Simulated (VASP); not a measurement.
# Au (Fm-3m) in VASP: further runs, part 2 of 2

VASP 6.6.1. Earlier steps stand in the parts before.

## (6) Relaxation of cell and atoms, r2SCAN

This run uses another cell than the first one, of 18.04 Å³/atom, 1.025 times its volume.

The input, POSCAR:

```
Au
1.0
    0.0000000000      2.0815363732      2.0815363732
    2.0815363732      0.0000000000      2.0815363732
    2.0815363732      2.0815363732      0.0000000000
Au
1
Direct
    0.0000000000      0.0000000000      0.0000000000
```

The input, INCAR.step1:

```
  PREC = Accurate
  ENCUT = 550
  ISMEAR = -1
  SIGMA = 0.02
  LREAL = F
  LASPH = T
  NELM = 120
  GGA = PE
  ALGO = Normal
  EDIFF = 1E-5
  LWAVE = T
  LCHARG = F
  GGA_COMPAT = F
  IBRION = 2
  ISIF = 3
  EDIFFG = -0.005
  NELMIN = 4
  NSW = 100
```

The input, INCAR.step2:

```
  PREC = Accurate
  ENCUT = 550
  EDIFF = 1E-7
  ISMEAR = -1
  SIGMA = 0.02
  LREAL = F
  LASPH = T
  NELM = 120
  ALGO = Normal
  ISIF = 3
  LWAVE = F
  LCHARG = F
  METAGGA = R2SCAN
  LMIXTAU = T
  IBRION = 2
  NSW = 80
  EDIFFG = -0.005
  ISTART = 1
  GGA_COMPAT = F
  NELMIN = 4
```

The input, KPOINTS:

```
Automatic mesh
0
Gamma
  10 10 10
```

Potentials or basis: VASP PAW PBE potentials, release 64 (Au).

The run is started by

```bash
> cat potpaw_PBE.64/Au/POTCAR > POTCAR
> cp INCAR.step1 INCAR
> mpirun -np 1 vasp_std > vasp.out
> cp INCAR.step2 INCAR
> mpirun -np 1 vasp_std > vasp.out
```

OUTCAR:

```text
PREC = Accurate
   ENCUT = 550
   EDIFF = 1E-7
   ISMEAR = -1
   LREAL = F
   LASPH = T
   NELM = 120
   ISIF = 3
   METAGGA = R2SCAN
   IBRION = 2
   NSW = 80
   EDIFFG = -0.005
   ISTART = 1
   NELMIN = 4

 ion  position               nearest neighbor table
   1  0.000  0.000  0.000-

  LATTYP: Found a face centered cubic cell.
 ALAT       =     4.1630727464

  Lattice vectors:

 A1 = (   0.0000000000,   2.0815363732,   2.0815363732)
 A2 = (   2.0815363732,   0.0000000000,   2.0815363732)
 A3 = (   2.0815363732,   2.0815363732,   0.0000000000)

Analysis of symmetry for initial positions (statically):
=====================================================================
[... 253 lines left out ...]
 cond. band min:       8.8199615343   @ k =   0.5000   0.3000   0.1000
 fundamental gap:      0.2360901134
 Fermi energy:         8.7846047034

 k-point     1 :       0.0000    0.0000    0.0000
  band No.  band energies     occupation
      1      -0.9495      2.00000
      2       4.0099      2.00000
      3       4.0099      2.00000
      4       4.0099      2.00000
      5       5.4527      2.00000
      6       5.4527      2.00000
      7      24.1333      0.00000
      8      28.0090      0.00000
      9      28.0090      0.00000
[... 265 lines left out ...]
 k-point    24 :       0.4000    0.3000    0.0000
  band No.  band energies     occupation
      1       2.1341      2.00000
      2       2.5088      2.00000
      3       5.1655      2.00000
      4       5.7622      2.00000
      5       6.5558      2.00000
      6       7.3149      2.00000
      7      18.7957      0.00000
      8      21.1724      0.00000
      9      21.4873      0.00000

 [... further k-points ...]

------------------------ aborting loop because EDIFF is reached ----------------------------------------

  FORCE on cell =-STRESS in cart. coord.  units (eV):
  Direction    XX          YY          ZZ          XY          YZ          ZX
  --------------------------------------------------------------------------------------
  -------------------------------------------------------------------------------------
  Total       -0.0009731     -0.0009731     -0.0009731      0.0000000     -0.0000000      0.0000000
  in kB       -0.0884098     -0.0884098     -0.0884098      0.0000000     -0.0000000      0.0000000
  external PRESSURE =      -0.0884098 kB  Pullay stress =       0.0000000 kB
[... 16 lines left out ...]
  FREE ENERGIE OF THE ION-ELECTRON SYSTEM (eV)
  ---------------------------------------------------
  free  energy   TOTEN  =       -50.5757038474 eV

  energy  without entropy=      -50.5749041350  energy(sigma->0) =      -50.57530399

 reached required accuracy - stopping structural energy minimisation
```

OUTCAR.step1:

```text
PREC = Accurate
   ENCUT = 550
   ISMEAR = -1
   LREAL = F
   LASPH = T
   NELM = 120
   GGA = PE
   EDIFF = 1E-5
[... 607 lines left out ...]
  -------------------------------------------------------------------------------------
  Total        0.0003772      0.0003772      0.0003772      0.0000000      0.0000000      0.0000000
  in kB        0.0335614      0.0335614      0.0335614      0.0000000      0.0000000      0.0000000
  external PRESSURE =       0.0335614 kB  Pullay stress =       0.0000000 kB
[... 16 lines left out ...]
  FREE ENERGIE OF THE ION-ELECTRON SYSTEM (eV)
  ---------------------------------------------------
  free  energy   TOTEN  =        -3.2022423005 eV

  energy  without entropy=       -3.2014346765  energy(sigma->0) =       -3.20183849

 reached required accuracy - stopping structural energy minimisation
```

OSZICAR.step1:

```text
N       E                     dE             d eps       ncg     rms          rms(c)
DAV:   1     0.447578571964E+02    0.44758E+02   -0.60342E+03   902   0.113E+03
DAV:   2    -0.300425686019E+01   -0.47762E+02   -0.45352E+02   872   0.204E+02
DAV:   3    -0.345983765139E+01   -0.45558E+00   -0.44518E+00   991   0.200E+01
DAV:   4    -0.346117540293E+01   -0.13378E-02   -0.13377E-02   967   0.118E+00
[... 18 lines left out ...]
       N       E                     dE             d eps       ncg     rms          rms(c)
DAV:   1    -0.320228635101E+01   -0.43158E-04   -0.89482E-04   862   0.334E-01    0.399E-02
DAV:   2    -0.320224455945E+01    0.41792E-04   -0.14808E-04   823   0.116E-01    0.156E-02
DAV:   3    -0.320224274541E+01    0.18140E-05   -0.80750E-06   423   0.259E-02    0.117E-02
DAV:   4    -0.320224230054E+01    0.44487E-06   -0.47684E-07   423   0.647E-03
   4 F= -.32022423E+01 E0= -.32018385E+01  d E =-.293084E-04
```

Run time: 60 s. Hardware: 1 thread of Intel Xeon Platinum 8488C (Sapphire Rapids), shared host; peak memory 0.16 GiB.

What came out:

```yaml
Free_energy: -50.5757 eV
Relaxed_volume: 17.64 Å³/atom
Relaxed_cell: a = 2.922 Å, b = 2.922 Å, c = 2.922 Å, α = 60.00°, β = 60.00°, γ = 60.00°
Space_group_after_relaxing_to_0.05_Å: Fm-3m (No. 225)
Energy_gained_by_relaxing: 4.3 meV/atom
Ionic_steps: 3
Pressure_after_relaxing: 0.0 GPa
```

Step by step:
```
step  energy change (eV)  largest force (eV/Å)  pressure (GPa)  volume (Å³)
   1              0.0000                0.0000           -3.28        18.04
   2              0.0044                0.0000            5.31        17.09
   3             -0.0043                0.0000           -0.01        17.64
```

Final structure:
```xyz
1
Lattice="0.0000 2.0659 2.0659 2.0659 0.0000 2.0659 2.0659 2.0659 0.0000" Properties=species:S:1:pos:R:3 pbc="T T T"
Au    0.0000    0.0000    0.0000
```

Caveat: the PAW data sets were made with another functional, which shifts forces and pressure a little; spin-orbit coupling is left out, which moves the levels of the heavy elements.

## (7) The runs side by side

| task | level | cell | cutoff (eV) | gap on the mesh (eV) | pressure (GPa) | relaxed volume (Å³/atom) |
| --- | --- | --- | --- | --- | --- | --- |
| single point | PBE | a = 2.920 Å, angles 60.0°, 1 atom | 500 | none | 3.4 | - |
| single point | PBE | a = 2.944 Å, angles 60.0°, 1 atom | 500 | none | -0.2 | - |
| single point | r2SCAN | a = 2.920 Å, angles 60.0°, 1 atom | 550 | none | 0.3 | - |
| relaxation of cell and atoms | PBE | relaxed from a = 2.878 Å, angles 60.0°, 1 atom | 500 | none | 0.0 | 18.01 |
| relaxation of cell and atoms | r2SCAN | relaxed from a = 2.944 Å, angles 60.0°, 1 atom | 550 | none | 0.0 | 17.64 |

Alike in all rows: potentials or basis VASP PAW PBE potentials, release 64 (Au); no spin polarisation; k mesh 10 × 10 × 10; smearing fermi-dirac 0.02 eV.

Caveats: spin-orbit coupling is left out, which moves the levels of the heavy elements; the PAW data sets were made with another functional, which shifts forces and pressure a little (some runs).

Total energies depend on the potentials used, so only differences within one code and one set of settings carry meaning.
